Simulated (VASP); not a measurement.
Input of a VASP 6.6.1 run:

INCAR

```
SYSTEM = CdTe
PREC = Accurate
ENCUT = 600
EDIFF = 1E-6
ISMEAR = 0
SIGMA = 0.01
LREAL = .False.
LASPH = .True.
NELM = 80
ALGO = Normal
ISIF = 3
LWAVE = .False.
LCHARG = .False.
IBRION = 2
NSW = 100
EDIFFG = -0.002
PSTRESS = 70.0
```

KPOINTS

```
regular mesh
0
Gamma
  6 6 6
  0 0 0
```

The input POSCAR:

```
CdTe
1.0
    0.0000000000      3.2050000000      3.2050000000
    3.2050000000      0.0000000000      3.2050000000
    3.2050000000      3.2050000000      0.0000000000
Cd Te
1 1
Direct
    0.0000000000      0.0000000000      0.0000000000
    0.7500000000      0.7500000000      0.7500000000
```

Potentials or basis: VASP PAW LDA potentials, release 64 (Cd, Te).

Command:

```console
$ cat potpaw_LDA.64/Cd/POTCAR potpaw_LDA.64/Te/POTCAR > POTCAR
$ mpirun -np 1 vasp_std > vasp.out
```

**Question.** Predict the band gap on the k mesh.

**Answer.** 1.00 eV, direct.

**Question.** What does it give for the relaxed cell?

**Answer.** a = 4.369 Å, b = 4.369 Å, c = 4.369 Å, α = 60.00°, β = 60.00°, γ = 60.00°.

**Question.** Estimate the space group after relaxing (to 0.05 Å).

**Answer.** F-43m (No. 216).

**Question.** Predict the relaxed volume.

**Answer.** 29.49 Å³/atom.

Final structure:
```
CELL_PARAMETERS angstrom
0.00000 3.08945 3.08945
3.08945 0.00000 3.08945
3.08945 3.08945 0.00000
ATOMIC_POSITIONS crystal
Cd 0.00000 0.00000 0.00000
Te 0.75000 0.75000 0.75000
```

Caveat: the cell is relaxed towards a set pressure, so the enthalpy falls and the energy may rise; spin-orbit coupling is left out, which moves the levels of the heavy elements. LDA usually gives volumes a few per cent too small.
